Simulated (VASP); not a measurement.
# BaTiO3 (Amm2) in VASP: further runs, part 2 of 2

VASP 6.6.1. The steps go on from the part before.

## Step 3: Single point, PBE

This run uses another cell than the first one, of 13.12 Å³/atom.

The input, INCAR:

```
SYSTEM = BaTiO3
PREC = Accurate ; ENCUT = 520
EDIFF = 1E-7 ; ISMEAR = -1
SIGMA = 0.05 ; LREAL = .FALSE.
LASPH = .TRUE. ; NELM = 80
ALGO = Normal ; ISIF = 2
LWAVE = .FALSE. ; LCHARG = .FALSE.
GGA = PE ; NBANDS = 28
```

The input, KPOINTS:

```
Automatic mesh
0
G
  7 7 7
  0 0 0
```

The input, POSCAR:

```
BaTiO3
1.0
    4.0118948090      0.0000000000      0.0000000000
    0.0000000000      2.8556879648      2.8639926021
    0.0000000000     -2.8556879648      2.8639926021
Ba Ti O
1 1 3
Direct
    0.0000000000      0.0000000000      0.0000000000
    0.5000000000      0.5124000000      0.5124000000
    0.5000000000      0.9918400000      0.5052400000
    0.5000000000      0.5052400000      0.9918400000
    0.0000000000      0.4874000000      0.4874000000
```

Potentials or basis: VASP PAW PBE potentials, release 64 (Ba_sv, Ti_sv, O).

On the command line:

```
cat potpaw_PBE.64/Ba_sv/POTCAR potpaw_PBE.64/Ti_sv/POTCAR potpaw_PBE.64/O/POTCAR > POTCAR
mpirun -np 1 vasp_std > vasp.out
```

OUTCAR:

```text
SYSTEM = BaTiO3
   PREC = Accurate
   ENCUT = 520
   EDIFF = 1E-7
   ISMEAR = -1
   LREAL = .FALSE.
   LASPH = .TRUE.
   NELM = 80
   ISIF = 2
   GGA = PE

 ion  position               nearest neighbor table
   1  0.000  0.000  0.000-   5 2.79   4 2.83   3 2.83   3 2.83   4 2.83   5 2.86   5 2.86   4 2.86
                             3 2.86   3 2.86   4 2.86   5 2.94   2 3.44   2 3.44   2 3.49   2 3.49
   2  0.500  0.512  0.512-   3 1.94   4 1.94   5 2.01   5 2.01   3 2.11   4 2.11   1 3.44   1 3.44
                             1 3.49   1 3.49   1 3.49   1 3.49   1 3.56   1 3.56
   3  0.500  0.992  0.505-   2 1.94   2 2.11   1 2.83   1 2.83   1 2.86   1 2.86
   4  0.500  0.505  0.992-   2 1.94   2 2.11   1 2.83   1 2.83   1 2.86   1 2.86
   5  0.000  0.487  0.487-   2 2.01   2 2.01   1 2.79   1 2.86   1 2.86   1 2.94

  LATTYP: Found a base centered orthorhombic cell.
 ALAT       =     5.7113759296
 B/A-ratio  =     1.0029081039
 C/A-ratio  =     0.7024392823

  Lattice vectors:

 A1 = (   0.0000000000,   2.8556879648,  -2.8639926021)
 A2 = (   0.0000000000,   2.8556879648,   2.8639926021)
 A3 = (   4.0118948090,   0.0000000000,   0.0000000000)

Analysis of symmetry for initial positions (statically):
=====================================================================
 Subroutine PRICEL returns:
 Original cell was already a primitive cell.

 Routine SETGRP: Setting up the symmetry group for a
 base centered orthorhombic supercell.

 Subroutine GETGRP returns: Found  4 space group operations
 (whereof  4 operations were pure point group operations)
 out of a pool of  8 trial point group operations.

The static configuration has the point symmetry C_2v.

Analysis of symmetry for dynamics (positions and initial velocities):
=====================================================================
 Subroutine PRICEL returns:
 Original cell was already a primitive cell.

 Routine SETGRP: Setting up the symmetry group for a
 base centered orthorhombic supercell.

 Subroutine GETGRP returns: Found  4 space group operations
 (whereof  4 operations were pure point group operations)
 out of a pool of  8 trial point group operations.

The dynamic configuration has the point symmetry C_2v.

 Subroutine INISYM returns: Found  4 space group operations
 (whereof  4 operations are pure point group operations),
 and found     1 'primitive' translations

----------------------------------------------------------------------------------------

                                     Primitive cell

  volume of cell :      65.6239

  direct lattice vectors                    reciprocal lattice vectors
     4.011894809  0.000000000  0.000000000     0.249258779  0.000000000  0.000000000
     0.000000000  2.855687965  2.863992602     0.000000000  0.175089158  0.174581457
     0.000000000 -2.855687965  2.863992602     0.000000000 -0.175089158  0.174581457

  length of vectors
     4.011894809  4.044429178  4.044429178     0.249258779  0.247254723  0.247254723

  position of ions in fractional coordinates (direct lattice)
     0.000000000  0.000000000  0.000000000
     0.500000000  0.512400000  0.512400000
     0.500000000  0.991840000  0.505240000
     0.500000000  0.505240000  0.991840000
     0.000000000  0.487400000  0.487400000

[... 25 lines left out ...]

  Shift w.r.t. Gamma in fractional coordinates (k-lattice)
     0.000000000  0.000000000  0.000000000

 Subroutine IBZKPT returns following result:
 ===========================================

 Found     64 irreducible k-points:

 Following reciprocal coordinates:
            Coordinates               Weight
  0.000000  0.000000  0.000000      1.000000
  0.142857  0.000000  0.000000      2.000000
  0.285714  0.000000  0.000000      2.000000
  0.428571  0.000000  0.000000      2.000000
  0.000000  0.142857  0.000000      4.000000
  0.142857  0.142857  0.000000      8.000000
[... 16 lines left out ...]
  0.285714  0.285714  0.142857      8.000000
  0.428571  0.285714  0.142857      8.000000
 [... further k-points ...]
   k-points           NKPTS =     64   k-points in BZ     NKDIM =     64   number of bands    NBANDS=     28
   number of dos      NEDOS =    301   number of ions     NIONS =      5
   total plane-waves  NPLWV =  27000
   dimension x,y,z NGX =    30 NGY =   30 NGZ =   30
   dimension x,y,z NGXF=    60 NGYF=   60 NGZF=   60
   ions per type =               1   1   3
   NGX,Y,Z   is equivalent  to a cutoff of  12.43, 12.33, 12.33 a.u.
   NGXF,Y,Z  is equivalent  to a cutoff of  24.86, 24.66, 24.66 a.u.
 SYSTEM =  BaTiO3
   PREC   = accura    normal or accurate (medium, high low for compatibility)
   ISTART =      0    job   : 0-new  1-cont  2-samecut
   ICHARG =      2    charge: 1-file 2-atom 10-const
   ISPIN  =      1    spin polarized calculation?
   LNONCOLLINEAR =      F non collinear calculations
   LSORBIT =      F    spin-orbit coupling
   LASPH  =      T    aspherical Exc in radial PAW
   ENCUT  =  520.0 eV  38.22 Ry    6.18 a.u.   7.46  7.52  7.52*2*pi/ulx,y,z
   NELM   =     80;   NELMIN=  2; NELMDL= -5     # of ELM steps
   EDIFF  = 0.1E-06   stopping-criterion for ELM
   LREAL  =      F    real-space projection
   EDIFFG = 0.1E-05   stopping-criterion for IOM
   NSW    =      0    number of steps for IOM
   IBRION =     -1    ionic relax: 0-MD 1-quasi-New 2-CG
   NFREE  =      0    steps in history (QN), initial steepest desc. (CG)
   ISIF   =      2    stress and relaxation
   ISYM   =      2    0-nonsym 1-usesym 2-fastsym
   POTIM  = 0.5000    time-step for ionic-motion
   TEBEG  =    0.0;   TEEND  =   0.0 temperature during run
   PSTRESS=    0.0 pullay stress
   NELECT =      40.0000    total number of electrons
   NUPDOWN=      -1.0000    fix difference up-down
   EMIN   =  10.00;   EMAX   =-10.00  energy-range for DOS
   EFERMI =   0.00;   METHOD = LEGACY
   ISMEAR =    -1;   SIGMA  =   0.05  broadening in eV -4-tet -1-fermi 0-gaus
   EFERMI_NEDOS =   21; number of points for ismear=-14 and -15
   IALGO  =     38    algorithm
   IMIX   =      4    mixing-type and parameters
     AMIX     =   0.40;   BMIX     =  1.00
     AMIX_MAG =   1.60;   BMIX_MAG =  1.00
  volume/ion in A,a.u.               =      13.12        88.57
  Fermi-wavevector in a.u.,A,eV,Ry     =   1.388057  2.623048 26.214392  1.926703
  Thomas-Fermi vector in A             =   2.512220
   LORBIT       =      0    0 simple, 1 ext, 2 COOP (PROOUT), +10 PAW based schemes
   GGA     = PE    functional components
   LHFCALC =     F    Hartree Fock is set to
   AEXX    =    0.0000 exact exchange contribution
   IVDW    =     0    specifies the selected vdW correction
   LEPSILON=     F    determine dielectric tensor
   LRPA    =     F    only Hartree local field effects (RPA)
 non-spin polarized calculation
  energy-cutoff  :      520.00
  volume of cell :       65.62
 maximum number of plane-waves:      1789
 NGX is ok and might be reduce to    30
   NGX = 15   NGY = 15   NGZ = 15

 number of electron      39.9999994 magnetization

 Free energy of the ion-electron system (eV)
  ---------------------------------------------------
  ext. energy  EPLUGINS =         0.00000000
  ---------------------------------------------------
  free energy    TOTEN  =       -39.99384259 eV

  energy without entropy =      -39.99384259  energy(sigma->0) =      -39.99384259

 E-fermi :   4.5784     XC(G=0): -11.1334

 val. band max:        3.5869888359   @ k =   0.4286   0.4286   0.4286
 cond. band min:       5.4645709967   @ k =   0.0000   0.0000   0.0000
 fundamental gap:      1.8775821609
 Fermi energy:         4.5784282333

 k-point     1 :       0.0000    0.0000    0.0000
  band No.  band energies     occupation
      1     -52.9979      2.00000
      2     -29.2132      2.00000
      3     -29.2125      2.00000
      4     -29.1976      2.00000
      5     -21.2225      2.00000
      6     -13.1823      2.00000
[... 733 lines left out ...]
     27      11.8425      0.00000
     28      12.0006      0.00000

 [... further k-points ...]
[... 5 lines left out ...]
  --------------------------------------------------------------------------------------
  -------------------------------------------------------------------------------------
  Total        0.3427086      0.3936098      0.1448179      0.0000000      0.0000000      0.0000000
  in kB        8.3670707      9.6097988      3.5356608      0.0000000      0.0000000      0.0000000
  external PRESSURE =       7.1708434 kB  Pullay stress =       0.0000000 kB

 VOLUME and BASIS-vectors are now :
 -----------------------------------------------------------------------------
  energy-cutoff  :      520.00
  volume of cell :       65.62
      direct lattice vectors                 reciprocal lattice vectors
     4.011894809  0.000000000  0.000000000     0.249258779  0.000000000  0.000000000
     0.000000000  2.855687965  2.863992602     0.000000000  0.175089158  0.174581457
     0.000000000 -2.855687965  2.863992602     0.000000000 -0.175089158  0.174581457

 POSITION                                       TOTAL-FORCE (eV/Angst)
 -----------------------------------------------------------------------------------
      0.00000      0.00000      0.00000         0.000000     -0.000000      0.150712
      2.00595      0.00000      2.93502         0.000000     -0.000000      0.244092
      2.00595      1.38958      4.28763         0.000000     -0.042894     -0.310040
      2.00595     -1.38958      4.28763         0.000000      0.042894     -0.310040
      0.00000      0.00000      2.79182         0.000000     -0.000000      0.225276
 -----------------------------------------------------------------------------------
    total drift:                                0.000000      0.000001      0.000759

  FREE ENERGIE OF THE ION-ELECTRON SYSTEM (eV)
  ---------------------------------------------------
  free  energy   TOTEN  =       -39.9938425933 eV

  energy  without entropy=      -39.9938425926  energy(sigma->0) =      -39.99384259
```

stdout:

```text
POSCAR found type information on POSCAR BaTiO
 POSCAR found :  3 types and       5 ions
 scaLAPACK will be used
 LDA part: xc-table for (Slater+PW92), standard interpolation
 POSCAR, INCAR and KPOINTS ok, starting setup
 FFT: planning ... GRIDC
 FFT: planning ... GRID_SOFT
 FFT: planning ... GRID
 WAVECAR not read
 entering main loop
```

Run time: 3.4 min. Hardware: 1 thread of Intel Xeon 8259CL, shared host; peak memory 0.25 GiB.

What came out:

```yaml
Free_energy: -39.9938 eV
Pressure: 0.7 GPa
Largest_force: 0.313 eV/Å
Band_gap_on_the_k_mesh: 1.88 eV (least direct gap 2.03 eV)
```

Forces in eV/Å, atoms in the order of the input:
```
Ba   0.000  0.000  0.151
Ti   0.000  0.000  0.244
O    0.000 -0.043 -0.310
O    0.000  0.043 -0.310
O    0.000  0.000  0.225
```

Stress tensor (GPa, compression positive):
```
0.84 0.00 0.00
0.00 0.96 0.00
0.00 0.00 0.35
```

Caveat: spin-orbit coupling is left out, which moves the levels of the heavy elements; an odd mesh through Γ misses points on the zone boundary, where band edges can lie.
